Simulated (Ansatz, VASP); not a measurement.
**ZnO in VASP and in Ansatz**

The input INCAR:

```
ALGO = Normal
EDIFF = 1E-6
ENCUT = 520
GGA = PE
ISIF = 2
ISMEAR = 0
LASPH = True
LCHARG = False
LREAL = False
LWAVE = False
NBANDS = 26
NELM = 80
PREC = Accurate
SIGMA = 0.05
```

KPOINTS

```
k-points
0
Gamma
  12 12 6
```

File POSCAR:

```
ZnO
1.0
    3.3244052221      0.0000000000      0.0000000000
   -1.6622026110      2.8790193749      0.0000000000
    0.0000000000      0.0000000000      5.1510221937
Zn O
2 2
Direct
    0.3333333333      0.6666666667      0.0015026883
    0.6666666667      0.3333333333      0.5015026883
    0.3333333333      0.6666666667      0.3805973117
    0.6666666667      0.3333333333      0.8805973117
```

Input for Ansatz:

```yaml
crystal:
  lattice:
    - [3.3244052221, 0.0, 0.0]
    - [-1.662202611, 2.8790193749, 0.0]
    - [0.0, 0.0, 5.1510221937]
  atoms:
    - { symbol: Zn, position: [0.3333333333, 0.6666666667, 0.0015026883] }
    - { symbol: Zn, position: [0.6666666667, 0.3333333333, 0.5015026883] }
    - { symbol: O, position: [0.3333333333, 0.6666666667, 0.3805973117] }
    - { symbol: O, position: [0.6666666667, 0.3333333333, 0.8805973117] }
basis:
  ecutwfc: 420
kpoints:
  mp_grid: { grid: [12, 12, 6] }
hamiltonian:
  xc: pbe
scf:
  occupations: { method: gaussian, width: 0.05 }
output:
  forces: true
  stress: true
  eigenvalues: true
```

Alike in both runs: task single point; functional PBE; k mesh 12 × 12 × 6; occupations gaussian, width 0.05 eV; no spin polarisation.

|  | VASP | Ansatz |
| --- | --- | --- |
| version | VASP 6.6.1 | Ansatz 0.2.0 |
| potentials or method | VASP PAW PBE potentials, release 64 (Zn, O), cutoff 520 eV | scalar-relativistic, plane waves, PAW |
| valence electrons in the cell | 36 | 36 |

|  | VASP | Ansatz | Ansatz less VASP |
| --- | --- | --- | --- |
| gap on the k mesh at the Fermi level (eV) | 0.77 | 0.79 | +0.018 |
| least direct gap on the mesh (eV) | 0.77 | 0.79 | +0.018 |
| pressure (GPa) | 1.2 | 0.3 | -0.91 |
| traceless stress, the component that is largest in VASP (GPa) | 5.91 | 5.68 | -0.231 |
| rms of the force components (eV/Å) | 0.216 | 0.201 | -0.0151 |

Atom by atom the forces differ by 0.015 eV/Å (rms over components).
